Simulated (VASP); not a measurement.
# CO in VASP: single point with PBE+D3(BJ)

Aim: the single point of CO with PBE+D3(BJ).

Everything below comes from runs of VASP 6.6.1. Logs are shortened: lines on timing, memory, paths and dates and some standing lists are left out, and cuts for length are marked.

### 1 The cell of the first run

The cell holds a molecule in a box, 2 atoms: a = 9.296 Å, b = 9.296 Å, c = 23.894 Å, α = 90.00°, β = 90.00°, γ = 120.00°.

### 2 Single point, PBE+D3(BJ)

INCAR reads:

```
SYSTEM = CO
PREC = Accurate ; ENCUT = 520
EDIFF = 1E-7 ; ISMEAR = 0
SIGMA = 0.1 ; LREAL = .FALSE.
LASPH = .TRUE. ; NELM = 80
ALGO = Normal ; ISIF = 2
LWAVE = .FALSE. ; LCHARG = .FALSE.
LDIPOL = .TRUE. ; IDIPOL = 3
DIPOL = 0.5 0.5 0.641 ; GGA = PE
IVDW = 12 ; NBANDS = 12
```

KPOINTS reads:

```
Automatic mesh
0
G
  3 3 1
  0 0 0
```

POSCAR reads:

```
CO
1.0
    9.2964173513      0.0000000000      0.0000000000
   -4.6482086756      8.0509335904      0.0000000000
    0.0000000000      0.0000000000     23.8940581139
C O
1 1
Direct
    0.1791196531      0.3582393062      0.6173565344
    0.1827160724      0.3654321447      0.6651832502
```

Potentials or basis: VASP PAW PBE potentials, release 64 (C, O).

Command:

```sh
cat potpaw_PBE.64/C/POTCAR potpaw_PBE.64/O/POTCAR > POTCAR
mpirun -np 1 vasp_std > vasp.out
```

OUTCAR:

```text
SYSTEM = CO
   PREC = Accurate
   ENCUT = 520
   EDIFF = 1E-7
   ISMEAR = 0
   LREAL = .FALSE.
   LASPH = .TRUE.
   NELM = 80
   ISIF = 2
   GGA = PE
   IVDW = 12
 IVDW          = 12

 ion  position               nearest neighbor table
   1  0.179  0.358  0.617-   2 1.14
   2  0.183  0.365  0.665-   1 1.14

  LATTYP: Found a hexagonal cell.
 ALAT       =     9.2964173513
 C/A-ratio  =     2.5702436983

  Lattice vectors:

 A1 = (   9.2964173513,   0.0000000000,   0.0000000000)
 A2 = (  -4.6482086756,   8.0509335904,   0.0000000000)
 A3 = (   0.0000000000,   0.0000000000,  23.8940581139)

Analysis of symmetry for initial positions (statically):
=====================================================================
 Subroutine PRICEL returns:
 Original cell was already a primitive cell.

 Routine SETGRP: Setting up the symmetry group for a
 hexagonal supercell.

 Subroutine GETGRP returns: Found  2 space group operations
 (whereof  2 operations were pure point group operations)
 out of a pool of 24 trial point group operations.

The static configuration has the point symmetry C_1h.

Analysis of symmetry for dynamics (positions and initial velocities):
=====================================================================
 Subroutine PRICEL returns:
 Original cell was already a primitive cell.

 Routine SETGRP: Setting up the symmetry group for a
 hexagonal supercell.

 Subroutine GETGRP returns: Found  2 space group operations
 (whereof  2 operations were pure point group operations)
 out of a pool of 24 trial point group operations.

The dynamic configuration has the point symmetry C_1h.

 Subroutine INISYM returns: Found  2 space group operations
 (whereof  2 operations are pure point group operations),
 and found     1 'primitive' translations

----------------------------------------------------------------------------------------

                                     Primitive cell

  volume of cell :    1788.3469

  direct lattice vectors                    reciprocal lattice vectors
     9.296417351  0.000000000  0.000000000     0.107568320  0.062104599  0.000000000
    -4.648208676  8.050933590  0.000000000     0.000000000  0.124209197  0.000000000
     0.000000000  0.000000000 23.894058114     0.000000000  0.000000000  0.041851409

  length of vectors
     9.296417351  9.296417351 23.894058114     0.124209197  0.124209197  0.041851409

  position of ions in fractional coordinates (direct lattice)
     0.179119653  0.358239306  0.617356534
     0.182716072  0.365432145  0.665183250

  ion indices of the primitive-cell ions
   primitive index   ion index
                 1           1
                 2           2

----------------------------------------------------------------------------------------

 KPOINTS: Automatic mesh

Automatic generation of k-mesh.
 Grid dimensions read from file:
 generate k-points for:    3    3    1

 Generating k-lattice:

  Cartesian coordinates                     Fractional coordinates (reciprocal lattice)
     0.035856107  0.020701533  0.000000000     0.333333333  0.000000000  0.000000000
     0.000000000  0.041403066  0.000000000     0.000000000  0.333333333  0.000000000
     0.000000000  0.000000000  0.041851409     0.000000000  0.000000000  1.000000000

  Length of vectors
     0.041403066  0.041403066  0.041851409

  Shift w.r.t. Gamma in fractional coordinates (k-lattice)
     0.000000000  0.000000000  0.000000000

 Subroutine IBZKPT returns following result:
 ===========================================

 Found      4 irreducible k-points:

 Following reciprocal coordinates:
            Coordinates               Weight
  0.000000  0.000000  0.000000      1.000000
  0.333333 -0.000000  0.000000      4.000000
  0.000000  0.333333  0.000000      2.000000
  0.333333  0.333333  0.000000      2.000000
   k-points           NKPTS =      4   k-points in BZ     NKDIM =      4   number of bands    NBANDS=     12
   number of dos      NEDOS =    301   number of ions     NIONS =      2
   total plane-waves  NPLWV = 882000
   dimension x,y,z NGX =    70 NGY =   70 NGZ =  180
   dimension x,y,z NGXF=   140 NGYF=  140 NGZF=  360
   ions per type =               1   1
   NGX,Y,Z   is equivalent  to a cutoff of  12.52, 12.52, 12.52 a.u.
   NGXF,Y,Z  is equivalent  to a cutoff of  25.04, 25.04, 25.05 a.u.
 SYSTEM =  CO
   PREC   = accura    normal or accurate (medium, high low for compatibility)
   ISTART =      0    job   : 0-new  1-cont  2-samecut
   ICHARG =      2    charge: 1-file 2-atom 10-const
   ISPIN  =      1    spin polarized calculation?
   LNONCOLLINEAR =      F non collinear calculations
   LSORBIT =      F    spin-orbit coupling
   LASPH  =      T    aspherical Exc in radial PAW
   ENCUT  =  520.0 eV  38.22 Ry    6.18 a.u.  17.29 17.29 44.43*2*pi/ulx,y,z
   NELM   =     80;   NELMIN=  2; NELMDL= -5     # of ELM steps
   EDIFF  = 0.1E-06   stopping-criterion for ELM
   LREAL  =      F    real-space projection
   EDIFFG = 0.1E-05   stopping-criterion for IOM
   NSW    =      0    number of steps for IOM
   IBRION =     -1    ionic relax: 0-MD 1-quasi-New 2-CG
   NFREE  =      0    steps in history (QN), initial steepest desc. (CG)
   ISIF   =      2    stress and relaxation
   ISYM   =      2    0-nonsym 1-usesym 2-fastsym
   POTIM  = 0.5000    time-step for ionic-motion
   TEBEG  =    0.0;   TEEND  =   0.0 temperature during run
   PSTRESS=    0.0 pullay stress
   NELECT =      10.0000    total number of electrons
   NUPDOWN=      -1.0000    fix difference up-down
   EMIN   =  10.00;   EMAX   =-10.00  energy-range for DOS
   EFERMI =   0.00;   METHOD = LEGACY
   ISMEAR =     0;   SIGMA  =   0.10  broadening in eV -4-tet -1-fermi 0-gaus
   EFERMI_NEDOS =   21; number of points for ismear=-14 and -15
   IALGO  =     38    algorithm
   IMIX   =      4    mixing-type and parameters
     AMIX     =   0.40;   BMIX     =  1.00
     AMIX_MAG =   1.60;   BMIX_MAG =  1.00
  volume/ion in A,a.u.               =     894.17      6034.18
  Fermi-wavevector in a.u.,A,eV,Ry     =   0.290575  0.549106  1.148788  0.084434
  Thomas-Fermi vector in A             =   1.149430
   LORBIT       =      0    0 simple, 1 ext, 2 COOP (PROOUT), +10 PAW based schemes
   GGA     = PE    functional components
   LHFCALC =     F    Hartree Fock is set to
   AEXX    =    0.0000 exact exchange contribution
   IVDW    =    12    specifies the selected vdW correction
   LEPSILON=     F    determine dielectric tensor
   LRPA    =     F    only Hartree local field effects (RPA)
 non-spin polarized calculation
 Gauss-broadening in eV      SIGMA  =   0.10
  energy-cutoff  :      520.00
  volume of cell :     1788.35
 maximum number of plane-waves:     48173
 NGX is ok and might be reduce to    70
   NGX = 35   NGY = 35   NGZ = 89

 dipolmoment           0.000000      0.000000      0.016845 electrons x Angstroem

 number of electron      10.0000002 magnetization

 dipolmoment           0.000000      0.000000     -0.029836 electrons x Angstroem

 Free energy of the ion-electron system (eV)
  ---------------------------------------------------
  ext. energy  EPLUGINS =         0.00000000
  ---------------------------------------------------
  free energy    TOTEN  =       -14.79135243 eV

  energy without entropy =      -14.79135243  energy(sigma->0) =      -14.79135243

 E-fermi :  -8.4944     XC(G=0):  -0.3593

 val. band max:       -9.0178357181   @ k =   0.3333   0.3333   0.0000
 cond. band min:      -2.1165845802   @ k =   0.3333  -0.0000   0.0000
 fundamental gap:      6.9012511379
 Fermi energy:        -8.4944110619

 k-point     1 :       0.0000    0.0000    0.0000
  band No.  band energies     occupation
      1     -29.1948      2.00000
      2     -14.0097      2.00000
      3     -11.6854      2.00000
      4     -11.6854      2.00000
      5      -9.0179      2.00000
      6      -2.1110      0.00000
      7      -2.1109      0.00000
      8      -0.2879      0.00000
      9       0.1963      0.00000
     10       0.2056      0.00000
     11       0.8810      0.00000
     12       0.9735      0.00000

 k-point     2 :       0.3333   -0.0000    0.0000
  band No.  band energies     occupation
      1     -29.1948      2.00000
      2     -14.0097      2.00000
      3     -11.6855      2.00000
      4     -11.6855      2.00000
      5      -9.0179      2.00000
      6      -2.1166      0.00000
      7      -2.1122      0.00000
      8      -0.0322      0.00000
      9       0.4471      0.00000
     10       0.4634      0.00000
     11       0.7282      0.00000
     12       1.0933      0.00000

 k-point     3 :       0.0000    0.3333    0.0000
  band No.  band energies     occupation
      1     -29.1948      2.00000
      2     -14.0097      2.00000
      3     -11.6855      2.00000
      4     -11.6855      2.00000
      5      -9.0179      2.00000
      6      -2.1166      0.00000
      7      -2.1122      0.00000
      8      -0.0322      0.00000
      9       0.4471      0.00000
     10       0.4634      0.00000
     11       0.7281      0.00000
     12       1.0934      0.00000

 k-point     4 :       0.3333    0.3333    0.0000
  band No.  band energies     occupation
      1     -29.1948      2.00000
      2     -14.0097      2.00000
      3     -11.6855      2.00000
      4     -11.6855      2.00000
      5      -9.0178      2.00000
      6      -2.1161      0.00000
      7      -2.1161      0.00000
      8       0.3717      0.00000
      9       0.5296      0.00000
     10       0.5297      0.00000
     11       0.8250      0.00000
     12       0.9631      0.00000

------------------------ aborting loop because EDIFF is reached ----------------------------------------

 vacuum level on the upper side and lower side of the slab       (xc-potential included)        -0.076        -0.001

 Edisp (eV)   -0.01149

 E8    (eV) :    -0.0035

  FORCE on cell =-STRESS in cart. coord.  units (eV):
  Direction    XX          YY          ZZ          XY          YZ          ZX
  --------------------------------------------------------------------------------------
  -------------------------------------------------------------------------------------
  Total      -0.03726    -0.03741    -0.17371    -0.00000    -0.00693    -0.00000
  in kB      -0.03338    -0.03352    -0.15562    -0.00000    -0.00621    -0.00000
  external pressure =       -0.07 kB  Pullay stress =        0.00 kB

 VOLUME and BASIS-vectors are now :
 -----------------------------------------------------------------------------
  energy-cutoff  :      520.00
  volume of cell :     1788.35
      direct lattice vectors                 reciprocal lattice vectors
     9.296417351  0.000000000  0.000000000     0.107568320  0.062104599  0.000000000
    -4.648208676  8.050933590  0.000000000     0.000000000  0.124209197  0.000000000
     0.000000000  0.000000000 23.894058114     0.000000000  0.000000000  0.041851409

 POSITION                                       TOTAL-FORCE (eV/Angst)
 -----------------------------------------------------------------------------------
      0.00000      2.88416     14.75115         0.000000      0.005582      0.108682
      0.00000      2.94207     15.89393        -0.000000     -0.005582     -0.108682
 -----------------------------------------------------------------------------------
    total drift:                               -0.000000     -0.000188      0.001198

  FREE ENERGIE OF THE ION-ELECTRON SYSTEM (eV)
  ---------------------------------------------------
  free  energy   TOTEN  =       -14.8028457720 eV

  energy  without entropy=      -14.8028457720  energy(sigma->0) =      -14.80284577

 vacuum level on the upper side and lower side of the slab         0.038         0.116
```

It took 4.4 min on 1 thread of AMD EPYC 7R43 (Zen 3), shared host; peak memory 1.4 GiB.

What came out:

```
Free energy                     : -14.8028 eV
Largest force                   : 0.109 eV/Å
Gap between the frontier levels : 6.90 eV
Dispersion energy per atom      : -0.006 eV
```

Forces in eV/Å, atoms in the order of the input:
```
C    0.000  0.006  0.109
O    0.000 -0.006 -0.109
```
